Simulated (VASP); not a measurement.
# SiPb (rocksalt type) (Fm-3m) in VASP: settings compared, part 2 of 2

VASP 6.6.1. The steps go on from the part before.

### 4 Electric field gradients, PBE+D3(BJ)

Contents of INCAR:

```
  PREC = Accurate
  ENCUT = 520
  EDIFF = 1E-8
  ISMEAR = 0
  SIGMA = 0.1
  LREAL = False
  LASPH = True
  NELM = 80
  ALGO = Normal
  ISIF = 2
  LWAVE = False
  LCHARG = False
  GGA = PE
  IVDW = 12
  LEFG = True
  NBANDS = 16
```

Contents of KPOINTS:

```
regular mesh
0
Gamma
  13 13 13
```

Contents of POSCAR:

```
SiPb
1.0
    0.0000000000      2.8911628641      2.8911628641
    2.8911628641      0.0000000000      2.8911628641
    2.8911628641      2.8911628641      0.0000000000
Pb Si
1 1
Direct
    0.0000000000      0.0000000000      0.0000000000
    0.5000000000      0.5000000000      0.5000000000
```

Potentials or basis: VASP PAW PBE potentials, release 64 (Pb_d, Si).

Launch:

```bash
cat potpaw_PBE.64/Pb_d/POTCAR potpaw_PBE.64/Si/POTCAR > POTCAR
mpirun -np 1 vasp_std > vasp.out
```

OUTCAR:

```text
PREC = Accurate
   ENCUT = 520
   EDIFF = 1E-8
   ISMEAR = 0
   LREAL = False
   LASPH = True
   NELM = 80
   ISIF = 2
   GGA = PE
   IVDW = 12
 IVDW          = 12

 ion  position               nearest neighbor table
   1  0.000  0.000  0.000-   2 2.89   2 2.89   2 2.89   2 2.89   2 2.89   2 2.89
   2  0.500  0.500  0.500-   1 2.89   1 2.89   1 2.89   1 2.89   1 2.89   1 2.89

  LATTYP: Found a face centered cubic cell.
 ALAT       =     5.7823257282

  Lattice vectors:

 A1 = (   0.0000000000,   2.8911628641,   2.8911628641)
 A2 = (   2.8911628641,   0.0000000000,   2.8911628641)
 A3 = (   2.8911628641,   2.8911628641,   0.0000000000)

Analysis of symmetry for initial positions (statically):
=====================================================================
 Subroutine PRICEL returns:
 Original cell was already a primitive cell.

 Routine SETGRP: Setting up the symmetry group for a
 face centered cubic supercell.

 Subroutine GETGRP returns: Found 48 space group operations
 (whereof 48 operations were pure point group operations)
 out of a pool of 48 trial point group operations.

The static configuration has the point symmetry O_h .

Analysis of symmetry for dynamics (positions and initial velocities):
=====================================================================
 Subroutine PRICEL returns:
 Original cell was already a primitive cell.

 Routine SETGRP: Setting up the symmetry group for a
 face centered cubic supercell.

 Subroutine GETGRP returns: Found 48 space group operations
 (whereof 48 operations were pure point group operations)
 out of a pool of 48 trial point group operations.

The dynamic configuration has the point symmetry O_h .

 Subroutine INISYM returns: Found 48 space group operations
 (whereof 48 operations are pure point group operations),
 and found     1 'primitive' translations

----------------------------------------------------------------------------------------

                                     Primitive cell

  volume of cell :      48.3334

  direct lattice vectors                    reciprocal lattice vectors
     0.000000000  2.891162864  2.891162864    -0.172940794  0.172940794  0.172940794
     2.891162864  0.000000000  2.891162864     0.172940794 -0.172940794  0.172940794
     2.891162864  2.891162864  0.000000000     0.172940794  0.172940794 -0.172940794

  length of vectors
     4.088721733  4.088721733  4.088721733     0.299542241  0.299542241  0.299542241

  position of ions in fractional coordinates (direct lattice)
     0.000000000  0.000000000  0.000000000
     0.500000000  0.500000000  0.500000000

  ion indices of the primitive-cell ions
   primitive index   ion index
                 1           1
                 2           2

----------------------------------------------------------------------------------------

 KPOINTS: regular mesh
[... 74 lines left out ...]
   ISIF   =      2    stress and relaxation
   ISYM   =      2    0-nonsym 1-usesym 2-fastsym
   POTIM  = 0.5000    time-step for ionic-motion
   TEBEG  =    0.0;   TEEND  =   0.0 temperature during run
   PSTRESS=    0.0 pullay stress
   NELECT =      18.0000    total number of electrons
   NUPDOWN=      -1.0000    fix difference up-down
   EMIN   =  10.00;   EMAX   =-10.00  energy-range for DOS
   EFERMI =   0.00;   METHOD = LEGACY
   ISMEAR =     0;   SIGMA  =   0.10  broadening in eV -4-tet -1-fermi 0-gaus
   EFERMI_NEDOS =   21; number of points for ismear=-14 and -15
   IALGO  =     38    algorithm
   IMIX   =      4    mixing-type and parameters
     AMIX     =   0.40;   BMIX     =  1.00
     AMIX_MAG =   1.60;   BMIX_MAG =  1.00
  volume/ion in A,a.u.               =      24.17       163.09
  Fermi-wavevector in a.u.,A,eV,Ry     =   1.177831  2.225779 18.875181  1.387287
  Thomas-Fermi vector in A             =   2.314171
   LORBIT       =      0    0 simple, 1 ext, 2 COOP (PROOUT), +10 PAW based schemes
   GGA     = PE    functional components
   LHFCALC =     F    Hartree Fock is set to
   AEXX    =    0.0000 exact exchange contribution
   IVDW    =    12    specifies the selected vdW correction
   LEPSILON=     F    determine dielectric tensor
   LRPA    =     F    only Hartree local field effects (RPA)
 non-spin polarized calculation
 Gauss-broadening in eV      SIGMA  =   0.10
  energy-cutoff  :      520.00
  volume of cell :       48.33
 maximum number of plane-waves:      1317
   NGX = 15   NGY = 15   NGZ = 15

 number of electron      17.9999995 magnetization

 Free energy of the ion-electron system (eV)
  ---------------------------------------------------
  ext. energy  EPLUGINS =         0.00000000
  ---------------------------------------------------
  free energy    TOTEN  =        -7.88230899 eV

  energy without entropy =       -7.87628535  energy(sigma->0) =       -7.87929717

 E-fermi :   7.0025     XC(G=0): -10.1555

 val. band max:        6.9847426786   @ k =   0.3846   0.2308   0.0769
 cond. band min:       7.0098925676   @ k =  -0.4615   0.3077   0.0769
 fundamental gap:      0.0251498890
 Fermi energy:         7.0024735772

 k-point     1 :       0.0000    0.0000    0.0000
  band No.  band energies     occupation
      1      -9.7383      2.00000
      2      -9.7383      2.00000
      3      -9.7082      2.00000
      4      -9.7082      2.00000
      5      -9.7082      2.00000
      6      -4.9588      2.00000
[... 433 lines left out ...]
      3      -9.7032      2.00000
      4      -9.6604      2.00000
      5      -9.6434      2.00000
      6      -2.5101      2.00000
[... 8 lines left out ...]
     15      17.2648      0.00000
     16      18.1823      0.00000

 [... further k-points ...]

------------------------ aborting loop because EDIFF is reached ----------------------------------------

 Edisp (eV)   -0.75620

 E8    (eV) :    -0.3554

  FORCE on cell =-STRESS in cart. coord.  units (eV):
  Direction    XX          YY          ZZ          XY          YZ          ZX
  --------------------------------------------------------------------------------------
  -------------------------------------------------------------------------------------
  Total      -0.08682    -0.08682    -0.08682    -0.00000    -0.00000    -0.00000
  in kB      -2.87786    -2.87786    -2.87786    -0.00000    -0.00000    -0.00000
  external pressure =       -2.88 kB  Pullay stress =        0.00 kB

 VOLUME and BASIS-vectors are now :
 -----------------------------------------------------------------------------
  energy-cutoff  :      520.00
  volume of cell :       48.33
      direct lattice vectors                 reciprocal lattice vectors
     0.000000000  2.891162864  2.891162864    -0.172940794  0.172940794  0.172940794
     2.891162864  0.000000000  2.891162864     0.172940794 -0.172940794  0.172940794
     2.891162864  2.891162864  0.000000000     0.172940794  0.172940794 -0.172940794

 POSITION                                       TOTAL-FORCE (eV/Angst)
 -----------------------------------------------------------------------------------
      0.00000      0.00000      0.00000        -0.000000      0.000000      0.000000
      2.89116      2.89116      2.89116         0.000000     -0.000000     -0.000000
 -----------------------------------------------------------------------------------
    total drift:                               -0.000000      0.000000      0.000000

  FREE ENERGIE OF THE ION-ELECTRON SYSTEM (eV)
  ---------------------------------------------------
  free  energy   TOTEN  =        -8.6385126613 eV

  energy  without entropy=       -8.6324890224  energy(sigma->0) =       -8.63550084

 Electric field gradients (V/A^2)
---------------------------------------------------------------------
 ion       V_xx      V_yy      V_zz      V_xy      V_xz      V_yz
---------------------------------------------------------------------
   1       0.000    -0.000     0.000     0.001     0.001     0.001
   2      -0.000     0.000    -0.000    -0.000    -0.000    -0.000
---------------------------------------------------------------------

 Electric field gradients after diagonalization (V/A^2)
 (convention: |V_zz| > |V_xx| > |V_yy|)
----------------------------------------------------------------------
 ion       V_xx      V_yy      V_zz     asymmetry (V_yy - V_xx)/ V_zz
----------------------------------------------------------------------
   1      -0.001    -0.001     0.002       0.000
   2       0.000     0.000    -0.000       0.000
----------------------------------------------------------------------

           NMR quadrupolar parameters

 Cq : quadrupolar parameter    Cq=e*Q*V_zz/h
 eta: asymmetry parameters     (V_yy - V_xx)/ V_zz
 Q  : nuclear electric quadrupole moment in mb (millibarn)
----------------------------------------------------------------------
 ion       Cq(MHz)       eta       Q (mb)
----------------------------------------------------------------------
   1       0.000       0.000       1.000
   2      -0.000       0.000       1.000
----------------------------------------------------------------------
```

Wall time 29 s (1 thread of Intel Xeon 6975P-C (Granite Rapids), shared host); peak memory 0.22 GiB.

Results:

```yaml
Free_energy: -8.6385 eV
Pressure: -0.3 GPa
Band_gap_on_the_k_mesh: zero (bands 9 and 10 overlap by 3.53 eV)
Largest_electric_field_gradient_by_atom: under 0.05 V/Å² on every atom
Dispersion_energy_per_atom: -0.378 eV
```

Caveat: spin-orbit coupling is left out, which moves the levels of the heavy elements.

The gap in the log of VASP goes by the Fermi energy; the results here count the filled bands.